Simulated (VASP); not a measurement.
Set up this calculation in VASP 6.6.1, as the native input.

```yaml
Task: single point
Functional: PBEsol
Potentials_or_basis: VASP PAW PBE potentials, release 64 (Nb_sv)
Cutoff: 500 eV
k_mesh: 6 × 6 × 4
Occupations: gaussian, width 0.1 eV
Spin: no spin polarisation
Dipole_correction: no
Further_INCAR_settings: ALGO = Normal; EDIFF = 1e-06; NBANDS = 20
```

The structure of Nb lies in POSCAR:

```
Nb
1.0
    2.8006529988      0.0000000000      0.0000000000
   -1.4003264994      2.4254366442      0.0000000000
    0.0000000000      0.0000000000      5.2583560698
Nb
2
Direct
    0.3333333333      0.6666666667      0.2500000000
    0.6666666667      0.3333333333      0.7500000000
```

The input as run:

INCAR

```
SYSTEM = Nb
PREC = Accurate
ENCUT = 500
EDIFF = 1E-6
ISMEAR = 0
SIGMA = 0.1
LREAL = .FALSE.
LASPH = .TRUE.
NELM = 120
ALGO = Normal
ISIF = 2
LWAVE = .FALSE.
LCHARG = .TRUE.
GGA = PS
LELF = .TRUE.
LVHAR = .TRUE.
NBANDS = 20
GGA_COMPAT = .FALSE.
```

KPOINTS

```
regular mesh
0
G
  6 6 4
  0 0 0
```

Potentials or basis: VASP PAW PBE potentials, release 64 (Nb_sv).

Command:

```sh
$ cat potpaw_PBE.64/Nb_sv/POTCAR > POTCAR
$ mpirun -np 1 vasp_std > vasp.out
```

It gave:

- Pressure: -0.3 GPa
- Band gap on the k mesh: zero (band 13 reaches 13.78 eV, above the bottom of band 14 at 10.61 eV)

Caveat: the k points lie up to 0.43 Å⁻¹ apart; the PAW data sets were made with another functional, which shifts forces and pressure a little.

Run time: 10 s on 1 thread of Intel(R) Xeon(R) Platinum 8488C (Sapphire Rapids), on a shared host, peak memory 0.14 GiB.
